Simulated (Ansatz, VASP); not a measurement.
## One calculation of W, two programs

Contents of INCAR:

```
  PREC = Accurate
  ENCUT = 520
  EDIFF = 1E-6
  ISMEAR = -1
  SIGMA = 0.05
  LREAL = F
  LASPH = T
  NELM = 80
  ALGO = Normal
  ISIF = 2
  LWAVE = F
  LCHARG = F
  GGA = PS
  NBANDS = 13
```

KPOINTS

```
Automatic mesh
0
Gamma
  12 12 12
```

The input POSCAR:

```
W
1.0
    0.0000000000      2.0795316087      2.0795316087
    2.0795316087      0.0000000000      2.0795316087
    2.0795316087      2.0795316087      0.0000000000
W
1
Direct
    0.0000000000      0.0000000000      0.0000000000
```

Input for Ansatz:

```yaml
crystal:
  lattice:
    - [0.0, 2.07953160873604, 2.07953160873604]
    - [2.07953160873604, 0.0, 2.07953160873604]
    - [2.07953160873604, 2.07953160873604, 0.0]
  atoms:
    - { symbol: W, position: [0.0, 0.0, 0.0] }
basis:
  ecutwfc: 500.0
kpoints:
  mp_grid:
    grid: [12, 12, 12]
hamiltonian:
  xc: pbesol
scf:
  occupations:
    method: fermi_dirac
    width: 0.05
output:
  stress: true
```

Alike in both runs: task single point; functional PBEsol; k mesh 12 × 12 × 12; occupations fermi-dirac, width 0.05 eV; no spin polarisation.

```csv
,VASP,Ansatz
version,VASP 6.6.1,Ansatz 0.2.0
potentials or method,"VASP PAW PBE potentials, release 64 (W_sv), cutoff 520 eV","plane waves, PAW"
valence electrons in the cell,14,14
```

```csv
,VASP,Ansatz,Ansatz less VASP
pressure (GPa),-28.0,-28.3,-0.26
```

VASP's potentials were made for PBE, not for PBEsol. The functional is the same, so the differences come from potentials, cutoffs and numerics.

Neither program's run includes spin-orbit coupling.
